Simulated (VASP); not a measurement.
# H (P6_3/mmc) in VASP: a series of runs

Aim: see how the results for H move with the level of theory and the settings. Levels: PBEsol, LDA. Tasks: single point.

Program: VASP 6.6.1. These are calculated values, not measurements. Logs are shortened: lines on timing, memory, paths and dates and some standing lists are left out, and cuts for length are marked.

### Step 1. The cell of the first run

Symmetry: P6_3/mmc, No. 194, hexagonal system. The conventional cell has a = 1.988 Å, b = 1.988 Å, c = 3.193 Å, α = 90.00°, β = 90.00°, γ = 120.00°. H (site symmetry -6m2) has 12 H at 1.97 to 1.99 Å within 2.6 Å.

### Step 2. Single point, PBEsol (5.46 Å³/atom)

INCAR

```
SYSTEM = H
PREC     = Accurate       ! precision mode
ENCUT    = 500            ! plane-wave cutoff, eV
EDIFF    = 1E-6           ! SCF threshold, eV
ISMEAR   = -1             ! smearing method
SIGMA    = 0.03           ! smearing width, eV
LREAL    = .False.        ! projectors in reciprocal space
LASPH    = .True.         ! aspherical terms in the spheres
NELM     = 120            ! most SCF steps
ALGO     = Normal         ! electronic algorithm
ISIF     = 2              ! what is computed and relaxed
LWAVE    = .False.        ! write WAVECAR
LCHARG   = .False.        ! write CHGCAR
GGA      = PS             ! functional
NBANDS   = 8              ! bands
GGA_COMPAT= .False.
```

KPOINTS

```
regular mesh
0
Gamma
  13 13 7
  0 0 0
```

POSCAR

```
H
1.0
    1.9877664242      0.0000000000      0.0000000000
   -0.9938832121      1.7214562201      0.0000000000
    0.0000000000      0.0000000000      3.1932513938
H
2
Direct
    0.3333333333      0.6666666667      0.2500000000
    0.6666666667      0.3333333333      0.7500000000
```

Potentials or basis: VASP PAW PBE potentials, release 64 (H).

Started as:

```sh
cat potpaw_PBE.64/H/POTCAR > POTCAR
mpirun -np 1 vasp_std > vasp.out
```

OUTCAR:

```text
SYSTEM = H
   PREC = Accurate
   ENCUT = 500
   EDIFF = 1E-6
   ISMEAR = -1
   LREAL = .False.
   LASPH = .True.
   NELM = 120
   ISIF = 2
   GGA = PS

 ion  position               nearest neighbor table
   1  0.333  0.667  0.250-
   2  0.667  0.333  0.750-

  LATTYP: Found a hexagonal cell.
 ALAT       =     1.9877664242
 C/A-ratio  =     1.6064520232

  Lattice vectors:

 A1 = (   1.9877664242,   0.0000000000,   0.0000000000)
 A2 = (  -0.9938832121,   1.7214562201,   0.0000000000)
 A3 = (   0.0000000000,   0.0000000000,   3.1932513938)

Analysis of symmetry for initial positions (statically):
=====================================================================
 Subroutine PRICEL returns:
 Original cell was already a primitive cell.

 Routine SETGRP: Setting up the symmetry group for a
 hexagonal supercell.

 Subroutine GETGRP returns: Found 24 space group operations
 (whereof 12 operations were pure point group operations)
 out of a pool of 24 trial point group operations.

The static configuration has the point symmetry D_3d.
 The point group associated with its full space group is D_6h.

Analysis of symmetry for dynamics (positions and initial velocities):
=====================================================================
 Subroutine PRICEL returns:
 Original cell was already a primitive cell.

 Routine SETGRP: Setting up the symmetry group for a
 hexagonal supercell.

 Subroutine GETGRP returns: Found 24 space group operations
 (whereof 12 operations were pure point group operations)
 out of a pool of 24 trial point group operations.

The dynamic configuration has the point symmetry D_3d.
 The point group associated with its full space group is D_6h.

 Subroutine INISYM returns: Found 24 space group operations
 (whereof 12 operations are pure point group operations),
 and found     1 'primitive' translations

----------------------------------------------------------------------------------------

                                     Primitive cell

  volume of cell :      10.9268

  direct lattice vectors                    reciprocal lattice vectors
     1.987766424  0.000000000  0.000000000     0.503077217  0.290451766  0.000000000
    -0.993883212  1.721456220  0.000000000     0.000000000  0.580903533  0.000000000
     0.000000000  0.000000000  3.193251394     0.000000000  0.000000000  0.313160436

  length of vectors
[... 83 lines left out ...]
   LREAL  =      F    real-space projection
   EDIFFG = 0.1E-04   stopping-criterion for IOM
   NSW    =      0    number of steps for IOM
   IBRION =     -1    ionic relax: 0-MD 1-quasi-New 2-CG
   NFREE  =      0    steps in history (QN), initial steepest desc. (CG)
   ISIF   =      2    stress and relaxation
   ISYM   =      2    0-nonsym 1-usesym 2-fastsym
   POTIM  = 0.5000    time-step for ionic-motion
   TEBEG  =    0.0;   TEEND  =   0.0 temperature during run
   PSTRESS=    0.0 pullay stress
   NELECT =       2.0000    total number of electrons
   NUPDOWN=      -1.0000    fix difference up-down
   EMIN   =  10.00;   EMAX   =-10.00  energy-range for DOS
   EFERMI =   0.00;   METHOD = LEGACY
   ISMEAR =    -1;   SIGMA  =   0.03  broadening in eV -4-tet -1-fermi 0-gaus
   EFERMI_NEDOS =   21; number of points for ismear=-14 and -15
   IALGO  =     38    algorithm
   IMIX   =      4    mixing-type and parameters
     AMIX     =   0.40;   BMIX     =  1.00
     AMIX_MAG =   1.60;   BMIX_MAG =  1.00
  volume/ion in A,a.u.               =       5.46        36.87
  Fermi-wavevector in a.u.,A,eV,Ry     =   0.929508  1.756516 11.755243  0.863986
  Thomas-Fermi vector in A             =   2.055799
   LORBIT       =      0    0 simple, 1 ext, 2 COOP (PROOUT), +10 PAW based schemes
   GGA     = PS    functional components
   LHFCALC =     F    Hartree Fock is set to
   AEXX    =    0.0000 exact exchange contribution
   IVDW    =     0    specifies the selected vdW correction
   LEPSILON=     F    determine dielectric tensor
   LRPA    =     F    only Hartree local field effects (RPA)
 non-spin polarized calculation
  energy-cutoff  :      500.00
  volume of cell :       10.93
 maximum number of plane-waves:       288
   NGX =  7   NGY =  7   NGZ = 11

 number of electron       1.9999999 magnetization

 Free energy of the ion-electron system (eV)
  ---------------------------------------------------
  ext. energy  EPLUGINS =         0.00000000
  ---------------------------------------------------
  free energy    TOTEN  =        -3.80959481 eV

  energy without entropy =       -3.80773080  energy(sigma->0) =       -3.80866281

 E-fermi :  -0.9773     XC(G=0):  -9.1510

 val. band max:       -0.9850093912   @ k =   0.2308   0.0769   0.2857
 cond. band min:      -0.9769242431   @ k =   0.4615   0.0769   0.0000
 fundamental gap:      0.0080851481
 Fermi energy:        -0.9773069302

 k-point     1 :       0.0000    0.0000    0.0000
  band No.  band energies     occupation
      1     -11.2886      2.00000
      2      -0.2156      0.00000
      3       7.1353      0.00000
      4      33.7134      0.00000
      5      33.9882      0.00000
      6      40.6130      0.00000
      7      40.6130      0.00000
      8      42.5137      0.00000
[... 243 lines left out ...]
 k-point    24 :       0.1538   -0.0000    0.1429
  band No.  band energies     occupation
      1      -9.8671      2.00000
      2      -0.7334      0.00059
      3      10.3276      0.00000
      4      25.4153      0.00000
      5      29.0883      0.00000
      6      35.3218      0.00000
      7      36.9205      0.00000
      8      40.6761      0.00000

 [... further k-points ...]

------------------------ aborting loop because EDIFF is reached ----------------------------------------

  FORCE on cell =-STRESS in cart. coord.  units (eV):
  Direction    XX          YY          ZZ          XY          YZ          ZX
  --------------------------------------------------------------------------------------
  -------------------------------------------------------------------------------------
  Total       -1.6896846     -1.6896846     -1.8885939      0.0000000      0.0000000     -0.0000000
  in kB     -247.7546351   -247.7546350   -276.9202531      0.0000000      0.0000000     -0.0000000
  external PRESSURE =    -257.4765077 kB  Pullay stress =       0.0000000 kB

 VOLUME and BASIS-vectors are now :
 -----------------------------------------------------------------------------
  energy-cutoff  :      500.00
  volume of cell :       10.93
      direct lattice vectors                 reciprocal lattice vectors
     1.987766424  0.000000000  0.000000000     0.503077217  0.290451766  0.000000000
    -0.993883212  1.721456220  0.000000000     0.000000000  0.580903533  0.000000000
     0.000000000  0.000000000  3.193251394     0.000000000  0.000000000  0.313160436

 POSITION                                       TOTAL-FORCE (eV/Angst)
 -----------------------------------------------------------------------------------
     -0.00000      1.14764      0.79831         0.000000      0.000000      0.000000
      0.99388      0.57382      2.39494        -0.000000      0.000000      0.000000
 -----------------------------------------------------------------------------------
    total drift:                               -0.000000      0.000000     -0.000000

  FREE ENERGIE OF THE ION-ELECTRON SYSTEM (eV)
  ---------------------------------------------------
  free  energy   TOTEN  =        -3.8095948096 eV

  energy  without entropy=       -3.8077308022  energy(sigma->0) =       -3.80866281
```

Wall time 3.9 s (1 thread of Intel Xeon Platinum 8259CL at 2.50GHz (Skylake/Cascade Lake), shared host); peak memory 0.11 GiB.

What came out:

| Property | Result |
| --- | --- |
| Free energy | -3.8096 eV |
| Pressure | -25.7 GPa |
| Band gap on the k mesh | zero (bands 1 and 2 overlap by 9.15 eV) |

Levels at points of the mesh, in eV from the Fermi level:
```csv
k point,band 1,band 2,band 3,band 4
"(0.00, 0.00, 0.00)",-10.31,0.76,8.11,34.69
```

Caveat: the cell stands under tension; the atoms stand far beyond bonding distance, and open shells without spin polarisation read as a metal; the PAW data sets were made with another functional, which shifts forces and pressure a little.

### Step 3. Single point, LDA

This run uses another cell than the first one, of 5.69 Å³/atom.

INCAR

```
SYSTEM = H
PREC = Accurate
ENCUT = 500
EDIFF = 1E-6
ISMEAR = -1
SIGMA = 0.03
LREAL = .FALSE.
LASPH = .TRUE.
NELM = 120
ALGO = Normal
ISIF = 2
LWAVE = .FALSE.
LCHARG = .FALSE.
NBANDS = 8
GGA_COMPAT = .FALSE.
```

KPOINTS

```
regular mesh
0
G
  13 13 7
  0 0 0
```

POSCAR

```
H
1.0
    2.0149994853      0.0000000000      0.0000000000
   -1.0074997427      1.7450407429      0.0000000000
    0.0000000000      0.0000000000      3.2370000000
H
2
Direct
    0.3333333333      0.6666666667      0.2500000000
    0.6666666667      0.3333333333      0.7500000000
```

Potentials or basis: VASP PAW LDA potentials, release 64 (H).

Started as:

```sh
cat potpaw_LDA.64/H/POTCAR > POTCAR
mpirun -np 1 vasp_std > vasp.out
```

OUTCAR:

```text
SYSTEM = H
   PREC = Accurate
   ENCUT = 500
   EDIFF = 1E-6
   ISMEAR = -1
   LREAL = .FALSE.
   LASPH = .TRUE.
   NELM = 120
   ISIF = 2

 ion  position               nearest neighbor table
   1  0.333  0.667  0.250-
   2  0.667  0.333  0.750-

  LATTYP: Found a hexagonal cell.
 ALAT       =     2.0149994853
 C/A-ratio  =     1.6064520232

  Lattice vectors:

 A1 = (   2.0149994853,   0.0000000000,   0.0000000000)
[... 448 lines left out ...]
      8      39.4445      0.00000

 [... further k-points ...]

------------------------ aborting loop because EDIFF is reached ----------------------------------------

  FORCE on cell =-STRESS in cart. coord.  units (eV):
  Direction    XX          YY          ZZ          XY          YZ          ZX
  --------------------------------------------------------------------------------------
  -------------------------------------------------------------------------------------
  Total       -1.7616780     -1.7616780     -1.9861286      0.0000000     -0.0000000      0.0000000
  in kB     -247.9784213   -247.9784213   -279.5726833      0.0000000     -0.0000000      0.0000000
  external PRESSURE =    -258.5098420 kB  Pullay stress =       0.0000000 kB

 VOLUME and BASIS-vectors are now :
 -----------------------------------------------------------------------------
  energy-cutoff  :      500.00
  volume of cell :       11.38
      direct lattice vectors                 reciprocal lattice vectors
     2.014999485  0.000000000  0.000000000     0.496278042  0.286526261  0.000000000
    -1.007499743  1.745040743  0.000000000     0.000000000  0.573052523  0.000000000
     0.000000000  0.000000000  3.237000000     0.000000000  0.000000000  0.308928020

 POSITION                                       TOTAL-FORCE (eV/Angst)
 -----------------------------------------------------------------------------------
     -0.00000      1.16336      0.80925         0.000000      0.000000      0.000000
      1.00750      0.58168      2.42775        -0.000000      0.000000      0.000000
 -----------------------------------------------------------------------------------
    total drift:                               -0.000000      0.000000     -0.000000

  FREE ENERGIE OF THE ION-ELECTRON SYSTEM (eV)
  ---------------------------------------------------
  free  energy   TOTEN  =        -4.2063966953 eV

  energy  without entropy=       -4.2044690115  energy(sigma->0) =       -4.20543285
```

OSZICAR:

```text
N       E                     dE             d eps       ncg     rms          rms(c)
DAV:   1    -0.384103099118E+01   -0.38410E+01   -0.86564E+02  1488   0.186E+02
DAV:   2    -0.420631087867E+01   -0.36528E+00   -0.34805E+00  1832   0.966E+00
DAV:   3    -0.420717331601E+01   -0.86244E-03   -0.85447E-03  1560   0.419E-01
DAV:   4    -0.420717336460E+01   -0.48596E-07   -0.48501E-07  1968   0.315E-03
DAV:   5    -0.420717336446E+01    0.14683E-09   -0.18607E-11  1512   0.106E-05    0.528E-01
DAV:   6    -0.420665300903E+01    0.52036E-03   -0.66875E-05  1688   0.388E-02    0.321E-01
DAV:   7    -0.420639509716E+01    0.25791E-03   -0.14221E-04  1576   0.573E-02    0.907E-03
DAV:   8    -0.420639651243E+01   -0.14153E-05   -0.64957E-07  1696   0.510E-03    0.354E-03
DAV:   9    -0.420639669530E+01   -0.18287E-06   -0.64224E-08   816   0.161E-03
   1 F= -.42063967E+01 E0= -.42054329E+01  d E =-.192768E-02
```

stdout:

```text
POSCAR found type information on POSCAR H
 POSCAR found :  1 types and       2 ions
 scaLAPACK will be used
 LDA part: xc-table for (Slater(with rela. corr.)+CA(PZ))
 , standard interpolation
 POSCAR, INCAR and KPOINTS ok, starting setup
 FFT: planning ... GRIDC
 FFT: planning ... GRID_SOFT
 FFT: planning ... GRID
 WAVECAR not read
 entering main loop
```

Run time: 3.1 s. Hardware: 1 thread of Intel Xeon Platinum 8259CL at 2.50GHz (Skylake/Cascade Lake), shared host; peak memory 0.11 GiB.

What came out:

```
Free energy            : -4.2064 eV
Pressure               : -25.9 GPa
Band gap on the k mesh : zero (bands 1 and 2 overlap by 8.84 eV)
```

Levels at points of the mesh, in eV from the Fermi level:
```
           k point  band 1  band 2  band 3  band 4  band 5  band 6
(0.00, 0.00, 0.00)  -10.00    0.72    8.01   33.79   34.09   40.48
```

Caveat: the cell stands under tension; the atoms stand far beyond bonding distance, and open shells without spin polarisation read as a metal.

The gap in the log of VASP goes by the Fermi energy; the results here count the filled bands.